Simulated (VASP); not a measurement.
Here is a VASP 6.6.1 calculation.

The input INCAR:

```
PREC = Accurate ; ENCUT = 600
EDIFF = 1E-7 ; ISMEAR = -1
SIGMA = 0.08 ; LREAL = False
LASPH = True ; NELM = 60
ALGO = Normal ; ISIF = 3
LWAVE = False ; LCHARG = False
GGA = CA ; IBRION = 2
NSW = 100 ; EDIFFG = -0.002
```

File KPOINTS:

```
Automatic mesh
0
Gamma
  20 20 20
```

File POSCAR:

```
Mo
1.0
   -1.5734150000      1.5734150000      1.5734150000
    1.5734150000     -1.5734150000      1.5734150000
    1.5734150000      1.5734150000     -1.5734150000
Mo
1
Direct
    0.0000000000      0.0000000000      0.0000000000
```

Potentials or basis: VASP PAW LDA potentials, release 64 (Mo_sv).

The run is started by

```console
$ cat potpaw_LDA.64/Mo_sv/POTCAR > POTCAR
$ mpirun -np 1 vasp_std > vasp.out
```

Problem. Estimate the band gap on the k mesh.

Solution. Zero (band 7 reaches 17.20 eV, above the bottom of band 8 at 11.56 eV).

Problem. Estimate the relaxed cell.

Solution. a = 2.698 Å, b = 2.698 Å, c = 2.698 Å, α = 109.47°, β = 109.47°, γ = 109.47°.

Final structure:
```cif
data_structure
_symmetry_space_group_name_H-M 'P 1'
_symmetry_Int_Tables_number 1
_cell_length_a 2.6985
_cell_length_b 2.6985
_cell_length_c 2.6985
_cell_angle_alpha 109.471
_cell_angle_beta 109.471
_cell_angle_gamma 109.471
_cell_volume 15.13
loop_
_atom_site_label
_atom_site_type_symbol
_atom_site_fract_x
_atom_site_fract_y
_atom_site_fract_z
_atom_site_occupancy
Mo1 Mo 0.00000 0.00000 0.00000 1
```

LDA usually gives volumes a few per cent too small. Zero-point motion and thermal expansion aren't in these numbers.
